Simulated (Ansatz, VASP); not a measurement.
**One calculation of Re, two programs**

```
Re
1.0
    -1.55729    1.55729    1.55729
     1.55729   -1.55729    1.55729
     1.55729    1.55729   -1.55729
Re
1
Direct
  0.00000 0.00000 0.00000
```

Alike in both runs: task single point; functional PBE; k mesh 18 × 18 × 18; occupations gaussian, width 0.05 eV; non-collinear spin, spin-orbit coupling.

```csv
,VASP,Ansatz
version,VASP 6.6.1,Ansatz 0.2.0
potentials or method,"VASP PAW PBE potentials, release 64 (Re), cutoff 520 eV","plane waves, PAW"
valence electrons in the cell,7,15
```

|  | VASP | Ansatz | Ansatz less VASP |
| --- | --- | --- | --- |
| pressure (GPa) | -0.3 | 0.0 | +0.32 |
| net moment per atom (μB) | 0.00 | 0.00 | 0.000 |

VASP's potentials hold 7 valence electrons a cell and Ansatz's 15, so a difference there can come from the potentials and not from the codes.
